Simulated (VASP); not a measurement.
A run of VASP 6.6.1:

File INCAR:

```
ALGO = Normal ; EDIFF = 1E-6
ENCUT = 600 ; GGA = RP
GGA_COMPAT = F ; ISIF = 2
ISMEAR = 0 ; LASPH = T
LCHARG = F ; LREAL = F
LWAVE = F ; NBANDS = 34
NELM = 120 ; PREC = Accurate
SIGMA = 0.1
```

KPOINTS

```
k-points
0
Gamma
  12 12 6
```

The input POSCAR:

```
MgCd3Se2
1.0
    4.7257778631      0.0000000000      0.0000000000
   -2.3628889315      4.0926436821      0.0000000000
    0.0000000000      0.0000000000      7.9038619292
Mg Cd Se
1 3 2
Direct
    0.6666666667      0.3333333333      0.5000000000
    0.6666666667      0.3333333333      0.0000000000
    0.0000000000      0.0000000000      0.5000000000
    0.0000000000      0.0000000000      0.0000000000
    0.3333333333      0.6666666667      0.7103174511
    0.3333333333      0.6666666667      0.2896825489
```

Potentials or basis: VASP PAW PBE potentials, release 64 (Mg, Cd, Se).

Run with:

```console
$ cat potpaw_PBE.64/Mg/POTCAR potpaw_PBE.64/Cd/POTCAR potpaw_PBE.64/Se/POTCAR > POTCAR
$ mpirun -np 1 vasp_std > vasp.out
```

Hardware: 1 thread of Oxide Virtual Turin-like Processor, on a shared host.

**Question.** How long does it take, and how much memory?

**Answer.** Run time: 8.3 min on 1 thread of Oxide Virtual Turin-like Processor, on a shared host, peak memory 0.59 GiB. Counts: scf iterations 13, k points 76.
